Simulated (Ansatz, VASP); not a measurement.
# Two plane-wave programs on YGe

INCAR

```
SYSTEM = YGe
  ALGO = Normal
  EDIFF = 1E-7
  ENCUT = 520
  GGA = CA
  ISIF = 2
  ISMEAR = 0
  LASPH = .TRUE.
  LCHARG = .FALSE.
  LREAL = .FALSE.
  LWAVE = .FALSE.
  NBANDS = 33
  NELM = 80
  PREC = Accurate
  SIGMA = 0.05
```

Contents of KPOINTS:

```
k-points
0
G
  7 7 7
  0 0 0
```

POSCAR

```
YGe
1.0
    5.7739300000      0.0000000000      0.0000000000
   -4.1857294375      3.9771769788      0.0000000000
    0.0000000000      0.0000000000      3.9545990000
Y Ge
2 2
Direct
    0.1386060000      0.8613940000      0.2500000000
    0.8613940000      0.1386060000      0.7500000000
    0.4156180000      0.5843820000      0.2500000000
    0.5843820000      0.4156180000      0.7500000000
```

Input for Ansatz:

```yaml
crystal:
  lattice:
    a: 5.77393
    b: 5.77393
    c: 3.954599
    alpha: 90.0
    beta: 90.0
    gamma: 136.46352
  atoms:
    - { symbol: "Y", position: [0.138606, 0.861394, 0.25] }
    - { symbol: "Y", position: [0.861394, 0.138606, 0.75] }
    - { symbol: Ge, position: [0.415618, 0.584382, 0.25] }
    - { symbol: Ge, position: [0.584382, 0.415618, 0.75] }
kpoints:
  mp_grid:
    grid: [7, 7, 7]
    shift: [0.0, 0.0, 0.0]
hamiltonian:
  xc: lda
scf:
  algorithm: direct_min
  convergence:
    dr2_threshold: 1.0e-09
  lower_state_search: "off"
  occupations:
    method: gaussian
    width: 0.05
  eigensolver:
    kind: davidson
    mixed_precision: false
output:
  forces: true
  stress: true
```

Alike in both runs: task single point; functional LDA; k mesh 7 × 7 × 7; occupations gaussian, width 0.05 eV; no spin polarisation.

|  | VASP | Ansatz |
| --- | --- | --- |
| version | VASP 6.6.1 | Ansatz 0.2.0 |
| potentials or method | VASP PAW LDA potentials, release 64 (Y_sv, Ge_d) | plane waves, PAW |
| plane-wave cutoff (eV) | 520 | 420 |
| valence electrons in the cell | 50 | 50 |

|  | VASP | Ansatz | Ansatz less VASP |
| --- | --- | --- | --- |
| gap on the k mesh at the Fermi level (eV) | none | none | - |
| pressure (GPa) | -4.7 | -4.8 | -0.06 |
| traceless stress, the component that is largest in VASP (GPa) | 0.34 | 0.34 | +0.001 |
| rms of the force components (eV/Å) | 0.038 | 0.038 | -0.0002 |

LDA's correlation is that of Perdew and Zunger in VASP and of Perdew and Wang (1992) in Ansatz. Atom by atom the forces differ by 0.001 eV/Å (rms over components). A gap of «none» marks a metal or a gap that the smearing closes. Ansatz's warnings: stress scf threshold loose.
